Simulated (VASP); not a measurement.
BaZrO3, 5 atoms in the cell. Symmetry: Pm-3m, No. 221, cubic system. The conventional cell has a = 4.228 Å, b = 4.228 Å, c = 4.228 Å, α = 90.00°, β = 90.00°, γ = 90.00°. Ba (site symmetry m-3m) has 12 O at 2.99 Å and 8 Zr at 3.66 Å within 3.9 Å. Within 2.8 Å of Zr (site symmetry m-3m) lie 6 O at 2.11 Å. O (site symmetry 4/mmm) has 2 Zr at 2.11 Å within 2.8 Å. 

```yaml
Program: VASP 6.6.1
Task: single point
Functional: PBE
Potentials_or_basis: VASP PAW PBE potentials, release 64 (Ba_sv, Zr_sv, O)
Cutoff: 520 eV
k_mesh: 6 × 6 × 6
Occupations: gaussian, width 0.02 eV
Spin: no spin polarisation
Dipole_correction: no
Further_INCAR_settings: ALGO = Normal; EDIFF = 1e-06; NBANDS = 28
```

Potentials or basis: VASP PAW PBE potentials, release 64 (Ba_sv, Zr_sv, O).

Run with:

```bash
$ cat potpaw_PBE.64/Ba_sv/POTCAR potpaw_PBE.64/Zr_sv/POTCAR potpaw_PBE.64/O/POTCAR > POTCAR
$ mpirun -np 1 vasp_std > vasp.out
```

Hardware: 1 thread of Intel(R) Xeon(R) Platinum 8488C (Sapphire Rapids) (shared host).

Task: How long does it take, and how much memory?

Result: Wall time 26 s on 1 thread of Intel(R) Xeon(R) Platinum 8488C (Sapphire Rapids) (shared host), peak memory 0.19 GiB. Counts: scf iterations 14, k points 20.
